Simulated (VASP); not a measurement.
Set up this calculation in VASP 6.6.1, as the native input.

```yaml
Task: relaxation of cell and atoms
Functional: revPBE
Potentials_or_basis: VASP PAW PBE potentials, release 64 (As, B)
Cutoff: 600 eV
k_mesh: 10 × 10 × 10
Occupations: fermi-dirac, width 0.05 eV
Spin: no spin polarisation
Dipole_correction: no
Further_INCAR_settings: ALGO = Normal; EDIFF = 1e-06; IBRION = 2; EDIFFG = -0.005; NSW = 80; ISIF = 3
```

The structure of BAs lies in POSCAR:

```
BAs
1.0
    0.0000000000      2.3885000000      2.3885000000
    2.3885000000      0.0000000000      2.3885000000
    2.3885000000      2.3885000000      0.0000000000
As B
1 1
Direct
    0.7500000000      0.7500000000      0.7500000000
    0.0000000000      0.0000000000      0.0000000000
```

The input as run:

INCAR

```
ALGO     = Normal         # electronic algorithm
EDIFF    = 1E-6           # SCF threshold, eV
EDIFFG   = -0.005         # ionic threshold
ENCUT    = 600            # plane-wave cutoff, eV
GGA      = RE             # functional
IBRION   = 2              # ionic algorithm
ISIF     = 3              # what is computed and relaxed
ISMEAR   = -1             # smearing method
LASPH    = T              # aspherical terms in the spheres
LCHARG   = F              # write CHGCAR
LREAL    = F              # projectors in reciprocal space
LWAVE    = F              # write WAVECAR
NELM     = 60             # most SCF steps
NSW      = 80             # ionic steps
PREC     = Accurate       # precision mode
SIGMA    = 0.05           # smearing width, eV
```

KPOINTS

```
k-points
0
Gamma
  10 10 10
```

Potentials or basis: VASP PAW PBE potentials, release 64 (As, B).

The run is started by

```console
$ cat potpaw_PBE.64/As/POTCAR potpaw_PBE.64/B/POTCAR > POTCAR
$ mpirun -np 1 vasp_std > vasp.out
```

Results of the run:

```json
{"Relaxed volume": "14.17 Å³/atom", "Relaxed cell": "a = 3.422 Å, b = 3.422 Å, c = 3.422 Å, α = 60.00°, β = 60.00°, γ = 60.00°", "Space group after relaxing (to 0.05 Å)": "F-43m (No. 216)", "Energy gained by relaxing": "8.7 meV/atom", "Ionic steps": "3", "Pressure after relaxing": "0.0 GPa", "Band gap on the k mesh": "1.24 eV, indirect (least direct gap 3.23 eV)"}
```

Caveat: the PAW data sets were made with another functional, which shifts forces and pressure a little.

It took 22 s on 1 thread of Intel(R) Xeon(R) Platinum 8488C (Sapphire Rapids) (shared host), peak memory 0.16 GiB.
